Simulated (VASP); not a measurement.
Set up this calculation in VASP 6.6.1, as the native input.

```yaml
Task: single point
Functional: PBE
Potentials_or_basis: VASP PAW PBE potentials, release 64 (Ca_sv, F)
Cutoff: 600 eV
k_mesh: 8 × 8 × 8
Occupations: fermi-dirac, width 0.02 eV
Spin: no spin polarisation
Dipole_correction: no
Further_INCAR_settings: ALGO = Normal; EDIFF = 1e-06; NBANDS = 19
```

The structure of CaF2 lies in POSCAR:

```
CaF2
1.0
    0.0000000000      2.7195929739      2.7195929739
    2.7195929739      0.0000000000      2.7195929739
    2.7195929739      2.7195929739      0.0000000000
Ca F
1 2
Direct
    0.0000000000      0.0000000000      0.0000000000
    0.2500000000      0.2500000000      0.2500000000
    0.7500000000      0.7500000000      0.7500000000
```

The input as run:

INCAR

```
SYSTEM = CaF2
PREC     = Accurate       ! precision mode
ENCUT    = 600            ! plane-wave cutoff, eV
EDIFF    = 1E-6           ! SCF threshold, eV
ISMEAR   = -1             ! smearing method
SIGMA    = 0.02           ! smearing width, eV
LREAL    = .FALSE.        ! projectors in reciprocal space
LASPH    = .TRUE.         ! aspherical terms in the spheres
NELM     = 120            ! most SCF steps
ALGO     = Normal         ! electronic algorithm
ISIF     = 2              ! what is computed and relaxed
LWAVE    = .FALSE.        ! write WAVECAR
LCHARG   = .FALSE.        ! write CHGCAR
GGA      = PE             ! functional
NBANDS   = 19             ! bands
GGA_COMPAT= .FALSE.
```

KPOINTS

```
Automatic mesh
0
G
  8 8 8
  0 0 0
```

Potentials or basis: VASP PAW PBE potentials, release 64 (Ca_sv, F).

Launch:

```sh
$ cat potpaw_PBE.64/Ca_sv/POTCAR potpaw_PBE.64/F/POTCAR > POTCAR
$ mpirun -np 1 vasp_std > vasp.out
```

Results of the run:

| Item | Value |
| --- | --- |
| Pressure | 3.6 GPa |
| Band gap on the k mesh | 7.36 eV (least direct gap 7.61 eV) |

Caveat: the cell stands under pressure.

It took 44 s on 1 thread of Intel Xeon 8259CL, with other jobs on the host, peak memory 0.19 GiB.
